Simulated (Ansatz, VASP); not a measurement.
# One calculation of Ga4SbAs, two programs

Contents of INCAR:

```
SYSTEM = Ga4SbAs
PREC = Accurate
ENCUT = 600
EDIFF = 1E-7
ISMEAR = 0
SIGMA = 0.1
LREAL = .FALSE.
LASPH = .TRUE.
NELM = 100
ALGO = Fast
ISIF = 3
LWAVE = .FALSE.
LCHARG = .FALSE.
GGA = PE
IBRION = 2
NSW = 100
EDIFFG = -0.01
```

File KPOINTS:

```
Automatic mesh
0
G
  8 8 8
  0 0 0
```

File POSCAR:

```
Ga4SbAs
1.0
    0.0000000000      3.9142658800      3.9142658800
    3.9142658800      0.0000000000      3.9142658800
    3.9142658800      3.9142658800      0.0000000000
Ga Sb As
4 1 1
Direct
    0.1226123000      0.6257959000      0.6257959000
    0.6257959000      0.1226123000      0.6257959000
    0.6257959000      0.6257959000      0.1226123000
    0.6257959000      0.6257959000      0.6257959000
    0.2500000000      0.2500000000      0.2500000000
    0.0000000000      0.0000000000      0.0000000000
```

Input for Ansatz:

```yaml
crystal:
  lattice:
    - [0.0, 3.91426588, 3.91426588]
    - [3.91426588, 0.0, 3.91426588]
    - [3.91426588, 3.91426588, 0.0]
  atoms:
    - { symbol: Ga, position: [0.1226123, 0.6257959, 0.6257959] }
    - { symbol: Ga, position: [0.6257959, 0.1226123, 0.6257959] }
    - { symbol: Ga, position: [0.6257959, 0.6257959, 0.1226123] }
    - { symbol: Ga, position: [0.6257959, 0.6257959, 0.6257959] }
    - { symbol: Sb, position: [0.25, 0.25, 0.25] }
    - { symbol: As, position: [0.0, 0.0, 0.0] }
basis:
  ecutwfc: 420
kpoints:
  mp_grid: { grid: [8, 8, 8] }
hamiltonian:
  xc: pbe
scf:
  occupations: { method: gaussian, width: 0.1 }
output:
  forces: true
  stress: true
  eigenvalues: true
  write_density: true
  write_potential: true
  elf: true
  volumetric_format: npy
relax:
  adjacent_minimum: "off"
  f_tol: 0.01
  max_steps: 80
  cell: { stress_tol: 0.05 }
```

Change from the starting cell: species swapped into the HoCu4Pd type (F-43m, No. 216).

Alike in both runs: task relaxation of cell and atoms; functional PBE; k mesh 8 × 8 × 8; occupations gaussian, width 0.1 eV; no spin polarisation.

|  | VASP | Ansatz |
| --- | --- | --- |
| version | VASP 6.6.1 | Ansatz 0.2.0 |
| potentials or method | VASP PAW PBE potentials, release 64 (Ga_d, Sb, As), cutoff 600 eV | scalar-relativistic, plane waves, PAW |
| valence electrons in the cell | 62 | 82 |

|  | VASP | Ansatz | Ansatz less VASP |
| --- | --- | --- | --- |
| gap on the k mesh at the Fermi level, each at its own relaxed structure (eV) | none | none | - |
| relaxed volume (Å³/atom) | 21.02 | 21.02 | -0.001 |
| relaxed cell length with the largest relative difference (Å) | 5.629 | 5.629 | -0.0001 |

A gap of «none» marks a metal or a gap that the smearing closes. VASP's potentials hold 62 valence electrons a cell and Ansatz's 82, so a difference there can come from the potentials and not from the codes.

Spin-orbit coupling is off throughout.
